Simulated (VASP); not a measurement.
A run of VASP 6.6.1 is set up as follows.

INCAR

```
SYSTEM = Rh
PREC = Accurate
ENCUT = 520
EDIFF = 1E-6
ISMEAR = 0
SIGMA = 0.15
LREAL = .False.
LASPH = .True.
NELM = 80
ALGO = Fast
ISIF = 2
LWAVE = .False.
LCHARG = .True.
GGA = PE
LELF = .True.
LVHAR = .True.
NBANDS = 14
```

KPOINTS

```
Automatic mesh
0
Gamma
  22 22 22
  0 0 0
```

File POSCAR:

```
Rh
1.0
    0.0000000000      1.8635190000      1.9015500000
    1.9015500000      0.0000000000      1.9015500000
    1.9015500000      1.8635190000      0.0000000000
Rh
1
Direct
    0.0000000000      0.0000000000      0.0000000000
```

Potentials or basis: VASP PAW PBE potentials, release 64 (Rh_pv).

Run with:

```bash
$ cat potpaw_PBE.64/Rh_pv/POTCAR > POTCAR
$ mpirun -np 1 vasp_std > vasp.out
```

(1) Estimate the pressure.

Answers

(1) 12.0 GPa.

Caveat: the cell differs from its parent crystal (strain -0.0200 x Voigt [0, 1, 0, 0, 0, 0]).
